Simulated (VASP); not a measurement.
S:

```xyz
1
Lattice="0.0000 2.0408 2.0408 2.0408 0.0000 2.0408 2.0408 2.0408 0.0000" Properties=species:S:1:pos:R:3 pbc="T T T"
S     0.0000    0.0000    0.0000
```

| Property | Result |
| --- | --- |
| Program | VASP 6.6.1 |
| Task | relaxation of cell and atoms |
| Functional | PBE |
| Potentials or basis | VASP PAW PBE potentials, release 64 (S) |
| Cutoff | 600 eV |
| k mesh | 17 × 17 × 17 |
| Occupations | fermi-dirac, width 0.08 eV |
| Spin | no spin polarisation |

At the start: pressure -4.6 GPa; volume 17.00 Å³/atom.

Task: Where does the relaxation end?

Result: Over 3 steps the energy falls by 17.4 meV/atom and the volume is 15.87 Å³/atom (-6.7 %); space group Fm-3m (No. 225, to 0.05 Å).

Step by step:
```
step  energy change (eV)  largest force (eV/Å)  pressure (GPa)  volume (Å³)
   1              0.0000                0.0000           -4.64        17.00
   2             -0.0173                0.0000            0.26        15.82
   3             -0.0174                0.0000            0.00        15.87
```

Final structure:
```
S
1.0
     0.00000    1.99446    1.99446
     1.99446    0.00000    1.99446
     1.99446    1.99446    0.00000
S
1
Cartesian
  0.0000 0.0000 0.0000
```
